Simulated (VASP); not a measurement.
A run of VASP 6.6.1 is set up as follows.

Contents of INCAR:

```
ALGO = Normal
EDIFF = 1E-6
ENCUT = 500
GGA = CA
GGA_COMPAT = False
ISIF = 2
ISMEAR = 0
LASPH = True
LCHARG = False
LREAL = False
LWAVE = False
NBANDS = 16
NELM = 120
PREC = Accurate
SIGMA = 0.05
```

The input KPOINTS:

```
k-points
0
Gamma
  4 4 4
```

File POSCAR:

```
InP
1.0
    0.0000000000      2.8388612317      3.1227473548
    2.8388612317      0.0000000000      3.1227473548
    2.8388612317      2.8388612317      0.0000000000
In P
1 1
Direct
    0.0000000000      0.0000000000      0.0000000000
    0.7500000000      0.7500000000      0.7500000000
```

Potentials or basis: VASP PAW LDA potentials, release 64 (In_d, P).

Run with:

```sh
$ cat potpaw_LDA.64/In_d/POTCAR potpaw_LDA.64/P/POTCAR > POTCAR
$ mpirun -np 1 vasp_std > vasp.out
```

(1) What does it give for the band gap on the k mesh?

(2) Predict the pressure.

Results:

(1) 0.26 eV, direct.

(2) -1.2 GPa.

Caveat: the k points lie up to 0.47 Å⁻¹ apart; spin-orbit coupling is left out, which moves the levels of the heavy elements.
